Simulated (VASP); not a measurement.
# Tc (P6_3/mmc) in VASP: notebook

The runs below take Tc through single point, relaxation of cell and atoms, with LDA.

All numbers are computed with VASP 6.6.1; they aren't measurements. Logs are shortened: lines on timing, memory, paths and dates and some standing lists are left out, and cuts for length are marked.

### Step 1. The cell of the first run

Symmetry: P6_3/mmc, No. 194, hexagonal system. The conventional cell has a = 2.670 Å, b = 2.670 Å, c = 4.289 Å, α = 90.00°, β = 90.00°, γ = 120.00°. Within 3.5 Å of Tc (site symmetry -6m2) lie 12 Tc at 2.64 to 2.67 Å.

### Step 2. Single point, LDA

Input file INCAR:

```
SYSTEM = Tc
PREC = Accurate
ENCUT = 520
EDIFF = 1E-6
ISMEAR = 1
SIGMA = 0.05
LREAL = .False.
LASPH = .True.
NELM = 100
ALGO = Normal
ISIF = 2
LWAVE = .False.
LCHARG = .False.
NBANDS = 20
```

Input file KPOINTS:

```
Automatic mesh
0
Gamma
  9 9 5
  0 0 0
```

Input file POSCAR:

```
Tc
1.0
    2.6697319348      0.0000000000      0.0000000000
   -1.3348659674      2.3120556769      0.0000000000
    0.0000000000      0.0000000000      4.2892132522
Tc
2
Direct
    0.3333333333      0.6666666667      0.2500000000
    0.6666666667      0.3333333333      0.7500000000
```

Potentials or basis: VASP PAW LDA potentials, release 64 (Tc_pv).

On the command line:

```console
$ cat potpaw_LDA.64/Tc_pv/POTCAR > POTCAR
$ mpirun -np 1 vasp_std > vasp.out
```

OUTCAR:

```text
SYSTEM = Tc
   PREC = Accurate
   ENCUT = 520
   EDIFF = 1E-6
   ISMEAR = 1
   LREAL = .False.
   LASPH = .True.
   NELM = 100
   ISIF = 2

 ion  position               nearest neighbor table
   1  0.333  0.667  0.250-   2 2.64   2 2.64   2 2.64   2 2.64   2 2.64   2 2.64
   2  0.667  0.333  0.750-   1 2.64   1 2.64   1 2.64   1 2.64   1 2.64   1 2.64

  LATTYP: Found a hexagonal cell.
 ALAT       =     2.6697319348
 C/A-ratio  =     1.6066082127

  Lattice vectors:

 A1 = (   2.6697319348,   0.0000000000,   0.0000000000)
 A2 = (  -1.3348659674,   2.3120556769,   0.0000000000)
 A3 = (   0.0000000000,   0.0000000000,   4.2892132522)

Analysis of symmetry for initial positions (statically):
=====================================================================
 Subroutine PRICEL returns:
 Original cell was already a primitive cell.

 Routine SETGRP: Setting up the symmetry group for a
 hexagonal supercell.

 Subroutine GETGRP returns: Found 24 space group operations
 (whereof 12 operations were pure point group operations)
 out of a pool of 24 trial point group operations.

The static configuration has the point symmetry D_3d.
 The point group associated with its full space group is D_6h.

Analysis of symmetry for dynamics (positions and initial velocities):
=====================================================================
 Subroutine PRICEL returns:
 Original cell was already a primitive cell.

 Routine SETGRP: Setting up the symmetry group for a
 hexagonal supercell.

 Subroutine GETGRP returns: Found 24 space group operations
 (whereof 12 operations were pure point group operations)
 out of a pool of 24 trial point group operations.

The dynamic configuration has the point symmetry D_3d.
 The point group associated with its full space group is D_6h.

 Subroutine INISYM returns: Found 24 space group operations
 (whereof 12 operations are pure point group operations),
 and found     1 'primitive' translations

----------------------------------------------------------------------------------------

                                     Primitive cell

  volume of cell :      26.4755

  direct lattice vectors                    reciprocal lattice vectors
     2.669731935  0.000000000  0.000000000     0.374569442  0.216257768  0.000000000
    -1.334865967  2.312055677  0.000000000     0.000000000  0.432515536  0.000000000
     0.000000000  0.000000000  4.289213252     0.000000000  0.000000000  0.233142989

  length of vectors
     2.669731935  2.669731935  4.289213252     0.432515536  0.432515536  0.233142989

  position of ions in fractional coordinates (direct lattice)
     0.333333333  0.666666667  0.250000000
     0.666666667  0.333333333  0.750000000

  ion indices of the primitive-cell ions
   primitive index   ion index
                 1           1
                 2           2

----------------------------------------------------------------------------------------

 KPOINTS: Automatic mesh

Automatic generation of k-mesh.
 Grid dimensions read from file:
 generate k-points for:    9    9    5

 Generating k-lattice:

  Cartesian coordinates                     Fractional coordinates (reciprocal lattice)
     0.041618827  0.024028641  0.000000000     0.111111111  0.000000000  0.000000000
     0.000000000  0.048057282  0.000000000     0.000000000  0.111111111  0.000000000
     0.000000000  0.000000000  0.046628598     0.000000000  0.000000000  0.200000000

  Length of vectors
     0.048057282  0.048057282  0.046628598

  Shift w.r.t. Gamma in fractional coordinates (k-lattice)
     0.000000000  0.000000000  0.000000000

 Subroutine IBZKPT returns following result:
 ===========================================

 Found     36 irreducible k-points:

 Following reciprocal coordinates:
            Coordinates               Weight
  0.000000  0.000000  0.000000      1.000000
  0.111111  0.000000  0.000000      6.000000
  0.222222  0.000000  0.000000      6.000000
  0.333333  0.000000  0.000000      6.000000
  0.444444  0.000000  0.000000      6.000000
  0.111111  0.111111  0.000000      6.000000
[... 16 lines left out ...]
  0.333333  0.222222  0.200000     24.000000
  0.333333  0.333333  0.200000      4.000000
 [... further k-points ...]
   k-points           NKPTS =     36   k-points in BZ     NKDIM =     36   number of bands    NBANDS=     20
   number of dos      NEDOS =    301   number of ions     NIONS =      2
   total plane-waves  NPLWV =  12800
   dimension x,y,z NGX =    20 NGY =   20 NGZ =   32
   dimension x,y,z NGXF=    40 NGYF=   40 NGZF=   64
   ions per type =               2
   NGX,Y,Z   is equivalent  to a cutoff of  12.45, 12.45, 12.40 a.u.
   NGXF,Y,Z  is equivalent  to a cutoff of  24.91, 24.91, 24.81 a.u.
 SYSTEM =  Tc
   PREC   = accura    normal or accurate (medium, high low for compatibility)
   ISTART =      0    job   : 0-new  1-cont  2-samecut
   ICHARG =      2    charge: 1-file 2-atom 10-const
   ISPIN  =      1    spin polarized calculation?
   LNONCOLLINEAR =      F non collinear calculations
   LSORBIT =      F    spin-orbit coupling
   LASPH  =      T    aspherical Exc in radial PAW
   ENCUT  =  520.0 eV  38.22 Ry    6.18 a.u.   4.96  4.96  7.98*2*pi/ulx,y,z
   NELM   =    100;   NELMIN=  2; NELMDL= -5     # of ELM steps
   EDIFF  = 0.1E-05   stopping-criterion for ELM
   LREAL  =      F    real-space projection
   EDIFFG = 0.1E-04   stopping-criterion for IOM
   NSW    =      0    number of steps for IOM
   IBRION =     -1    ionic relax: 0-MD 1-quasi-New 2-CG
   NFREE  =      0    steps in history (QN), initial steepest desc. (CG)
   ISIF   =      2    stress and relaxation
   ISYM   =      2    0-nonsym 1-usesym 2-fastsym
   POTIM  = 0.5000    time-step for ionic-motion
   TEBEG  =    0.0;   TEEND  =   0.0 temperature during run
   PSTRESS=    0.0 pullay stress
   NELECT =      26.0000    total number of electrons
   NUPDOWN=      -1.0000    fix difference up-down
   EMIN   =  10.00;   EMAX   =-10.00  energy-range for DOS
   EFERMI =   0.00;   METHOD = LEGACY
   ISMEAR =     1;   SIGMA  =   0.05  broadening in eV -4-tet -1-fermi 0-gaus
   EFERMI_NEDOS =   21; number of points for ismear=-14 and -15
   IALGO  =     38    algorithm
   IMIX   =      4    mixing-type and parameters
     AMIX     =   0.40;   BMIX     =  1.00
     AMIX_MAG =   1.60;   BMIX_MAG =  1.00
  volume/ion in A,a.u.               =      13.24        89.33
  Fermi-wavevector in a.u.,A,eV,Ry     =   1.627239  3.075036 36.026971  2.647908
  Thomas-Fermi vector in A             =   2.720067
   LORBIT       =      0    0 simple, 1 ext, 2 COOP (PROOUT), +10 PAW based schemes
   GGA     = CA    functional components
   LHFCALC =     F    Hartree Fock is set to
   AEXX    =    0.0000 exact exchange contribution
   IVDW    =     0    specifies the selected vdW correction
   LEPSILON=     F    determine dielectric tensor
   LRPA    =     F    only Hartree local field effects (RPA)
 non-spin polarized calculation
 Methfessel and Paxton  Order N= 1 SIGMA  =   0.05
  energy-cutoff  :      520.00
  volume of cell :       26.48
 maximum number of plane-waves:       738
 NGX is ok and might be reduce to    20
   NGX =  9   NGY =  9   NGZ = 15

 number of electron      26.0000006 magnetization

 Free energy of the ion-electron system (eV)
  ---------------------------------------------------
  ext. energy  EPLUGINS =         0.00000000
  ---------------------------------------------------
  free energy    TOTEN  =       -23.40770474 eV

  energy without entropy =      -23.40790234  energy(sigma->0) =      -23.40777060

 E-fermi :  14.0472     XC(G=0): -14.4838

 val. band max:       14.0355349046   @ k =   0.2222   0.0000   0.2000
 cond. band min:      14.0832797562   @ k =   0.4444   0.1111   0.4000
 fundamental gap:      0.0477448516
 Fermi energy:        14.0471547491

 k-point     1 :       0.0000    0.0000    0.0000
  band No.  band energies     occupation
      1     -25.6321      2.00000
      2     -24.1595      2.00000
      3     -24.1595      2.00000
      4     -23.9227      2.00000
      5     -23.9227      2.00000
      6     -23.9061      2.00000
[... 12 lines left out ...]
     19      25.9887      0.00000
     20      28.2606      0.00000

 k-point     2 :       0.1111    0.0000    0.0000
  band No.  band energies     occupation
      1     -25.5679      2.00000
      2     -24.3076      2.00000
      3     -24.2069      2.00000
      4     -24.0749      2.00000
      5     -23.9430      2.00000
      6     -23.9332      2.00000
[... 12 lines left out ...]
     19      25.9311      0.00000
     20      29.2845      0.00000

 k-point     3 :       0.2222    0.0000    0.0000
  band No.  band energies     occupation
      1     -25.3903      2.00000
      2     -24.6799      2.00000
      3     -24.4424      2.00000
      4     -24.3204      2.00000
      5     -24.0161      2.00000
      6     -23.9991      2.00000
[... 12 lines left out ...]
     19      25.5807      0.00000
     20      30.3251      0.00000

 k-point     4 :       0.3333    0.0000    0.0000
  band No.  band energies     occupation
      1     -25.1454      2.00000
      2     -25.0969      2.00000
      3     -24.8345      2.00000
      4     -24.4419      2.00000
      5     -24.1523      2.00000
      6     -24.0677      2.00000
[... 12 lines left out ...]
     19      25.0764      0.00000
     20      27.2732      0.00000

 k-point     5 :       0.4444    0.0000    0.0000
  band No.  band energies     occupation
      1     -25.3643      2.00000
      2     -25.0785      2.00000
      3     -24.9256      2.00000
      4     -24.5181      2.00000
      5     -24.3006      2.00000
      6     -24.1140      2.00000
[... 12 lines left out ...]
     19      26.0800      0.00000
     20      26.9014      0.00000

 k-point     6 :       0.1111    0.1111    0.0000
  band No.  band energies     occupation
      1     -25.4467      2.00000
      2     -24.5257      2.00000
      3     -24.4233      2.00000
      4     -24.2116      2.00000
      5     -24.0103      2.00000
      6     -23.9883      2.00000
[... 12 lines left out ...]
     19      25.7208      0.00000
     20      30.6085      0.00000

 k-point     7 :       0.2222    0.1111    0.0000
  band No.  band energies     occupation
      1     -25.2333      2.00000
      2     -24.8883      2.00000
      3     -24.7402      2.00000
      4     -24.3879      2.00000
      5     -24.1088      2.00000
      6     -24.0999      2.00000
[... 12 lines left out ...]
     19      25.3848      0.00000
     20      28.8537      0.00000
[... 277 lines left out ...]
 k-point    20 :       0.3333    0.1111    0.2000
  band No.  band energies     occupation
      1     -25.3412      2.00000
      2     -25.1101      2.00000
      3     -24.7640      2.00000
      4     -24.5186      2.00000
      5     -24.2710      2.00000
      6     -24.1713      2.00000
[... 12 lines left out ...]
     19      26.2494      0.00000
     20      28.2366      0.00000

 k-point    21 :       0.4444    0.1111    0.2000
  band No.  band energies     occupation
      1     -25.4375      2.00000
      2     -25.1957      2.00000
      3     -24.7382      2.00000
      4     -24.5241      2.00000
      5     -24.3469      2.00000
      6     -24.2114      2.00000
[... 12 lines left out ...]
     19      26.3800      0.00000
     20      27.2371      0.00000

 k-point    22 :       0.2222    0.2222    0.2000
  band No.  band energies     occupation
      1     -25.2186      2.00000
      2     -25.0995      2.00000
      3     -24.7034      2.00000
      4     -24.6117      2.00000
      5     -24.3318      2.00000
      6     -24.1737      2.00000
[... 12 lines left out ...]
     19      26.8306      0.00000
     20      27.5880      0.00000

 k-point    23 :       0.3333    0.2222    0.2000
  band No.  band energies     occupation
      1     -25.2802      2.00000
      2     -25.1290      2.00000
      3     -24.8450      2.00000
      4     -24.5805      2.00000
      5     -24.4697      2.00000
      6     -24.2742      2.00000
[... 12 lines left out ...]
     19      25.7225      0.00000
     20      26.6299      0.00000

 k-point    24 :       0.3333    0.3333    0.2000
  band No.  band energies     occupation
      1     -25.1083      2.00000
      2     -25.0786      2.00000
      3     -25.0786      2.00000
      4     -24.6707      2.00000
      5     -24.4023      2.00000
      6     -24.4023      2.00000
[... 12 lines left out ...]
     19      23.7970      0.00000
     20      28.6995      0.00000

 [... further k-points ...]
[... 5 lines left out ...]
  --------------------------------------------------------------------------------------
  -------------------------------------------------------------------------------------
  Total        2.5159680      2.5159680      2.4705409     -0.0000000     -0.0000000      0.0000000
  in kB      152.2551950    152.2551950    149.5061453     -0.0000000     -0.0000000      0.0000000
  external PRESSURE =     151.3388451 kB  Pullay stress =       0.0000000 kB

 VOLUME and BASIS-vectors are now :
 -----------------------------------------------------------------------------
  energy-cutoff  :      520.00
  volume of cell :       26.48
      direct lattice vectors                 reciprocal lattice vectors
     2.669731935  0.000000000  0.000000000     0.374569442  0.216257768  0.000000000
    -1.334865967  2.312055677  0.000000000     0.000000000  0.432515536  0.000000000
     0.000000000  0.000000000  4.289213252     0.000000000  0.000000000  0.233142989

 POSITION                                       TOTAL-FORCE (eV/Angst)
 -----------------------------------------------------------------------------------
     -0.00000      1.54137      1.07230         0.000000      0.000000      0.000000
      1.33487      0.77069      3.21691        -0.000000     -0.000000      0.000000
 -----------------------------------------------------------------------------------
    total drift:                                0.000000     -0.000000      0.000000

  FREE ENERGIE OF THE ION-ELECTRON SYSTEM (eV)
  ---------------------------------------------------
  free  energy   TOTEN  =       -23.4077047378 eV

  energy  without entropy=      -23.4079023388  energy(sigma->0) =      -23.40777060
```

It took 5.2 s on 1 thread of Intel Xeon 6975P-C (Granite Rapids), shared host; peak memory 0.13 GiB.

Results:

```
Free energy            : -23.4077 eV
Pressure               : 15.1 GPa
Band gap on the k mesh : zero (band 13 reaches 15.03 eV, above the bottom of band 14 at 12.53 eV)
```

Stress tensor (GPa, compression positive):
```
15.23  0.00  0.00
 0.00 15.23  0.00
 0.00  0.00 14.95
```

Levels at points of the mesh, in eV from the Fermi level:
```
           k point  band 11  band 12  band 13  band 14  band 15  band 16
(0.00, 0.00, 0.00)    -1.87    -1.10    -1.10    -0.31    -0.31     1.78
```

### Step 3. Single point, LDA

This run uses another cell than the first one, of 13.78 Å³/atom, 1.041 times its volume.

Input file INCAR:

```
PREC = Accurate
ENCUT = 520
EDIFF = 1E-6
ISMEAR = 1
SIGMA = 0.05
LREAL = F
LASPH = T
NELM = 80
ALGO = Normal
ISIF = 2
LWAVE = F
LCHARG = F
GGA = CA
NBANDS = 20
```

Input file KPOINTS:

```
Automatic mesh
0
Gamma
  9 9 5
```

Input file POSCAR:

```
Tc
1.0
    2.7059494518      0.0000000000      0.0000000000
   -1.3529747259      2.3434209666      0.0000000000
    0.0000000000      0.0000000000      4.3459384821
Tc
2
Direct
    0.3333333333      0.6666666667      0.2500000000
    0.6666666667      0.3333333333      0.7500000000
```

Potentials or basis: VASP PAW LDA potentials, release 64 (Tc_pv).

On the command line:

```console
$ cat potpaw_LDA.64/Tc_pv/POTCAR > POTCAR
$ mpirun -np 1 vasp_std > vasp.out
```

Wall time 5.2 s (1 thread of Intel Xeon 6975P-C (Granite Rapids), shared host); peak memory 0.13 GiB.

Results (log left out):

* Free energy: -23.4587 eV
* Pressure: 0.1 GPa
* Band gap on the k mesh: zero (band 13 reaches 14.20 eV, above the bottom of band 14 at 11.80 eV)

Stress tensor (GPa, compression positive):
```
 0.12  0.00  0.00
 0.00  0.12  0.00
 0.00  0.00 -0.06
```

Levels at points of the mesh, in eV from the Fermi level:
```
           k point  band 9  band 10  band 11  band 12  band 13  band 14  band 15  band 16  band 17  band 18
(0.00, 0.00, 0.00)   -1.79    -1.79    -1.75    -1.03    -1.03    -0.29    -0.29     1.66     2.53     2.53
```

### Step 4. Relaxation of cell and atoms, LDA

This run uses another cell than the first one, of 14.30 Å³/atom, 1.080 times its volume.

Input file INCAR:

```
SYSTEM = Tc
ALGO = Normal ; EDIFF = 1E-6
EDIFFG = -0.03 ; ENCUT = 600
IBRION = 2 ; ISIF = 3
ISMEAR = 1 ; LASPH = .TRUE.
LCHARG = .FALSE. ; LREAL = .FALSE.
LWAVE = .FALSE. ; NELM = 80
NSW = 80 ; PREC = Accurate
SIGMA = 0.05
```

Input file KPOINTS:

```
k-points
0
G
  9 9 5
  0 0 0
```

Input file POSCAR:

```
Tc
1.0
    2.7400000000      0.0000000000      0.0000000000
   -1.3700000000      2.3729096064      0.0000000000
    0.0000000000      0.0000000000      4.3980000000
Tc
2
Direct
    0.3333330000      0.6666670000      0.2500000000
    0.6666670000      0.3333330000      0.7500000000
```

On the command line:

```console
$ cat potpaw_LDA.64/Tc_pv/POTCAR > POTCAR
$ mpirun -np 1 vasp_std > vasp.out
```

It took 16 s on 1 thread of Intel Xeon 6975P-C (Granite Rapids), shared host; peak memory 0.15 GiB.

The run converged. Its results:

| Property | Result |
| --- | --- |
| Free energy | -23.4597 eV |
| Relaxed volume | 13.79 Å³/atom |
| Relaxed cell | a = 2.707 Å, b = 2.707 Å, c = 4.345 Å, α = 90.00°, β = 90.00°, γ = 120.00° |
| Space group after relaxing (to 0.05 Å) | P6_3/mmc (No. 194) |
| Energy gained by relaxing | 18.6 meV/atom |
| Ionic steps | 4 |
| Pressure after relaxing | -0.1 GPa |
| Band gap on the k mesh | zero (band 13 reaches 14.18 eV, above the bottom of band 14 at 11.79 eV) |

Stress tensor (GPa, compression positive):
```
-0.17  0.00  0.00
 0.00 -0.17  0.00
 0.00  0.00  0.05
```

Step by step:
| step | energy change (eV) | largest force (eV/Å) | pressure (GPa) | volume (Å³) |
| --- | --- | --- | --- | --- |
| 1 | 0.0000 | 0.0000 | -11.37 | 28.59 |
| 2 | 0.3861 | 0.0000 | 50.44 | 24.60 |
| 3 | -0.0371 | 0.0000 | -0.67 | 27.63 |
| 4 | -0.0372 | 0.0000 | -0.10 | 27.58 |

Final structure:
```
Tc
1.0
     2.70738    0.00000    0.00000
    -1.35369    2.34466    0.00000
     0.00000    0.00000    4.34527
Tc
2
Direct
  0.33333 0.66667 0.25000
  0.66667 0.33333 0.75000
```

Levels at points of the mesh, in eV from the Fermi level:
| k point | band 11 | band 12 | band 13 | band 14 | band 15 | band 16 |
| --- | --- | --- | --- | --- | --- | --- |
| (0.00, 0.00, 0.00) | -1.73 | -1.02 | -1.02 | -0.29 | -0.29 | 1.67 |

LDA usually gives volumes a few per cent too small. Zero-point motion and thermal expansion aren't in these numbers.

[end of part 1 of 3]
